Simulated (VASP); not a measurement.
Wanted: the native input for a VASP 6.6.1 run.

```
Task                   : single point
Functional             : PBE
Potentials or basis    : VASP PAW PBE potentials, release 64 (Ge_d, Bi_d, P)
Cutoff                 : 520 eV
k mesh                 : 6 × 6 × 10
Occupations            : gaussian, width 0.1 eV
Spin                   : no spin polarisation
Dipole correction      : no
Further INCAR settings : ALGO = Normal; EDIFF = 1e-06; NBANDS = 38
```

The structure of Ge2BiP3 lies in POSCAR:

```
Ge2BiP3
1.0
    6.4987532237     -0.0000000030      0.0000000000
   -3.2493766093      5.6280853862      0.0000000000
    0.0000000000      0.0000000000      3.3787519896
Ge Bi P
2 1 3
Direct
    0.6666666667      0.3333333333      0.0000000000
    0.3333333333      0.6666666667      0.0000000000
    0.0000000000      0.0000000000      0.0000000000
    0.5000000000      0.0000000000      0.5000000000
    0.0000000000      0.5000000000      0.5000000000
    0.5000000000      0.5000000000      0.5000000000
```

One way to write it, as run:

INCAR

```
SYSTEM = Ge2BiP3
PREC = Accurate
ENCUT = 520
EDIFF = 1E-6
ISMEAR = 0
SIGMA = 0.1
LREAL = .False.
LASPH = .True.
NELM = 100
ALGO = Normal
ISIF = 2
LWAVE = .False.
LCHARG = .True.
GGA = PE
LELF = .True.
LVHAR = .True.
NBANDS = 38
```

KPOINTS

```
regular mesh
0
Gamma
  6 6 10
  0 0 0
```

Potentials or basis: VASP PAW PBE potentials, release 64 (Ge_d, Bi_d, P).

Launch:

```sh
$ cat potpaw_PBE.64/Ge_d/POTCAR potpaw_PBE.64/Bi_d/POTCAR potpaw_PBE.64/P/POTCAR > POTCAR
$ mpirun -np 1 vasp_std > vasp.out
```

It gave:

```yaml
Pressure: 0.0 GPa
Band_gap_on_the_k_mesh: zero (band 29 reaches 7.52 eV, above the bottom of band 30 at 6.09 eV)
```

Caveat: spin-orbit coupling is left out, which moves the levels of the heavy elements.

It took 78 s on 1 thread of Intel(R) Xeon(R) 6975P-C (Granite Rapids), on a shared host, peak memory 0.35 GiB.
